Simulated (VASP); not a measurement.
Input of a VASP 6.6.1 run:

File INCAR:

```
SYSTEM = TaN
PREC = Accurate ; ENCUT = 520
EDIFF = 1E-7 ; ISMEAR = 0
SIGMA = 0.15 ; LREAL = .FALSE.
LASPH = .TRUE. ; NELM = 100
ALGO = Normal ; ISIF = 2
LWAVE = .FALSE. ; LCHARG = .FALSE.
GGA = PS ; NBANDS = 24
```

The input KPOINTS:

```
regular mesh
0
G
  20 20 12
  0 0 0
```

The input POSCAR:

```
TaN
1.0
    0.0000000000      0.0000000000      2.8707276426
    2.9239890448      0.0000000000      0.0000000000
    0.0000000000      5.0644975863      0.0000000000
Ta N
2 2
Direct
    0.5000000000      0.0384748364      0.3333333333
    0.5000000000      0.4615251636      0.8333333333
    0.0000000000      0.5165737136      0.5000000000
    0.0000000000     -0.0165737136      0.0000000000
```

Potentials or basis: VASP PAW PBE potentials, release 64 (Ta_pv, N).

Run with:

```sh
$ cat potpaw_PBE.64/Ta_pv/POTCAR potpaw_PBE.64/N/POTCAR > POTCAR
$ mpirun -np 1 vasp_std > vasp.out
```

Problem. What does it give for the pressure?

Solution. 2.6 GPa.

Problem. Estimate the largest force.

Solution. 2.345 eV/Å.

Problem. Predict the band gap on the k mesh.

Solution. Zero (bands 16 and 17 overlap by 0.33 eV).

Forces on the atoms (eV/Å):
```
Ta  -2.345  0.000  0.000
Ta   2.345  0.000  0.000
N   -0.038  0.000  0.000
N    0.038  0.000  0.000
```

Caveat: the cell differs from its parent crystal (atoms displaced along a vibrational mode); the stress differs along the axes, from 0 to 6 GPa; the PAW data sets were made with another functional, which shifts forces and pressure a little; spin-orbit coupling is left out, which moves the levels of the heavy elements.
